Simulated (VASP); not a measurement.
# ZrCu: single point with LDA

The system is ZrCu.

```xyz
2
Lattice="3.2527 0.0813 0.0000 0.0813 3.2527 0.0000 0.0000 0.0000 3.2527" Properties=species:S:1:pos:R:3 pbc="T T T"
Zr    1.6670    1.6670    1.6263
Cu    0.0000    0.0000    0.0000
```

| Property | Result |
| --- | --- |
| Program | VASP 6.6.1 |
| Task | single point |
| Functional | LDA |
| Potentials or basis | VASP PAW LDA potentials, release 64 (Zr_sv, Cu) |
| Cutoff | 520 eV |
| k mesh | 11 × 11 × 11 |
| Occupations | fermi-dirac, width 0.05 eV |
| Spin | no spin polarisation |

| Property | Result |
| --- | --- |
| Pressure | -6.3 GPa |

Stress tensor (GPa, compression positive):
```
-6.30 -1.99  0.00
-1.99 -6.30  0.00
 0.00  0.00 -6.41
```

Levels at points of the mesh, in eV from the Fermi level:
```tsv
k point	band 8	band 9	band 10	band 11	band 12	band 13	band 14	band 15	band 16	band 17
(0.00, 0.00, 0.00)	-3.20	-3.11	-3.03	-0.10	-0.09	3.93	3.97	3.99	6.87	6.90
```

Run time: 49 s on 1 thread of AMD EPYC 9R45 96-Core Processor (Zen 5) (shared host), peak memory 0.21 GiB.
